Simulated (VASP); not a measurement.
The system is MgNiH.

```xyz
3
Lattice="3.0881 0.0000 0.0000 0.0000 3.0881 0.0000 0.0000 0.0000 3.2570" Properties=species:S:1:pos:R:3 pbc="T T T"
Mg    0.0000    0.0000    0.0000
Ni    1.5441    1.5441    1.6285
H     1.5441    1.5441    0.0000
```

Base run:

| Property | Result |
| --- | --- |
| Program | VASP 6.6.1 |
| Functional | LDA |
| Potentials or basis | VASP PAW LDA potentials, release 64 (Mg, Ni, H) |
| Cutoff | 520 eV |
| k mesh | 11 × 11 × 10 |
| Occupations | fermi-dirac, width 0.1 eV |
| Spin | collinear spin, ferromagnetic start |
| Starting moments | [0.07, 0.93, 0.07] μB |
| Fixed moment | 1.8 μB |

Its results: pressure 2.0 GPa; site moments Mg +0.08; Ni +1.19; H +0.04 μB.

The run is repeated on the same cell with these changes: fixed moment from 1.8 μB to 1.1 μB; moments at the start from [0.07, 0.93, 0.07] to [0.04, 0.63, 0.04]. What comes out?

Pressure -3.4 GPa; site moments Mg +0.05; Ni +0.76; H +0.02 μB.

Caveats: the total moment is fixed, so each spin has its own Fermi level and the state may be an excited one; the cell stands under tension (at least some runs).
